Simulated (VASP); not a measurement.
Here is a VASP 6.6.1 calculation.

Contents of INCAR:

```
PREC = Accurate ; ENCUT = 600
EDIFF = 1E-7 ; ISMEAR = 0
SIGMA = 0.02 ; LREAL = False
LASPH = True ; NELM = 120
ALGO = Normal ; ISIF = 3
LWAVE = False ; LCHARG = False
GGA = PS ; IBRION = 2
NSW = 100 ; EDIFFG = -0.002
GGA_COMPAT = False ; NELMIN = 4
```

Contents of KPOINTS:

```
Automatic mesh
0
Gamma
  14 14 14
```

File POSCAR:

```
BN
1.0
    0.0000000000      1.8080000000      1.8080000000
    1.8080000000      0.0000000000      1.8080000000
    1.8080000000      1.8080000000      0.0000000000
B N
1 1
Direct
    0.0000000000      0.0000000000      0.0000000000
    0.2500000000      0.2500000000      0.2500000000
```

Potentials or basis: VASP PAW PBE potentials, release 64 (B, N).

Command:

```console
$ cat potpaw_PBE.64/B/POTCAR potpaw_PBE.64/N/POTCAR > POTCAR
$ mpirun -np 1 vasp_std > vasp.out
```

Question: Predict the relaxed cell.

Answer: a = 2.550 Å, b = 2.550 Å, c = 2.550 Å, α = 60.00°, β = 60.00°, γ = 60.00°.

Question: Predict the band gap on the k mesh.

Answer: 4.28 eV, indirect (least direct gap 8.79 eV).

The path:
```
step  energy change (eV)  largest force (eV/Å)  pressure (GPa)  volume (Å³)
   1              0.0000                0.0000           -2.96        11.82
   2              0.0001                0.0000            3.17        11.63
   3             -0.0009                0.0000            0.00        11.73
```

Caveat: the PAW data sets were made with another functional, which shifts forces and pressure a little. Expect the measured gap to be larger: semilocal functionals such as PBEsol lack the derivative discontinuity.
